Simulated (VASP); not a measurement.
Write the native input for VASP 6.6.1 that does the following.

- Task: single point
- Functional: PBE
- Potentials or basis: VASP PAW PBE potentials, release 64 (Ho_3, O), 4f in core
- Cutoff: 600 eV
- k mesh: 10 × 10 × 10
- Occupations: gaussian, width 0.1 eV
- Spin: no spin polarisation
- Dipole correction: no
- Further INCAR settings: ALGO = Normal; EDIFF = 1e-06; NBANDS = 33

The structure of Ho2O lies in POSCAR:

```
Ho2O
1.0
   -2.3591844461      2.3591844461      5.2604851876
    2.3591844461     -2.3591844461      5.2604851876
    2.3591844461      2.3591844461     -5.2604851876
Ho O
4 2
Direct
    0.0147811055      0.5147811055      0.5000000000
    0.4852188945      0.9852188945      0.5000000000
    0.2647811055      0.2647811055      0.0000000000
    0.7352188945      0.7352188945      0.0000000000
    0.2500000000      0.7500000000      0.5000000000
    0.5000000000      0.5000000000      0.0000000000
```

The cell was generated, and may not be a known phase.

These files were run (other wordings do the same):

INCAR

```
  PREC = Accurate
  ENCUT = 600
  EDIFF = 1E-6
  ISMEAR = 0
  SIGMA = 0.1
  LREAL = F
  LASPH = T
  NELM = 200
  ALGO = Normal
  ISIF = 2
  LWAVE = F
  LCHARG = F
  GGA = PE
  NBANDS = 33
  GGA_COMPAT = F
  LMAXMIX = 6
```

KPOINTS

```
Automatic mesh
0
Gamma
  10 10 10
```

Potentials or basis: VASP PAW PBE potentials, release 64 (Ho_3, O), 4f in core.

Launch:

```bash
$ cat potpaw_PBE.64/Ho_3/POTCAR potpaw_PBE.64/O/POTCAR > POTCAR
$ mpirun -np 1 vasp_std > vasp.out
```

Results of the run:

| Property | Result |
| --- | --- |
| Pressure | 0.7 GPa |
| Largest force | 0.009 eV/Å |
| Band gap on the k mesh | zero (bands 24 and 25 overlap by 1.43 eV) |

Caveat: spin-orbit coupling is left out, which moves the levels of the heavy elements; the 4f electrons are frozen in the core, so they carry no moment and show no levels; the run has no spin polarisation, though such a crystal can be magnetic.

Run time: 7.7 min on 1 thread of Intel(R) Xeon(R) 6975P-C (Granite Rapids), on a shared host, peak memory 0.6 GiB.
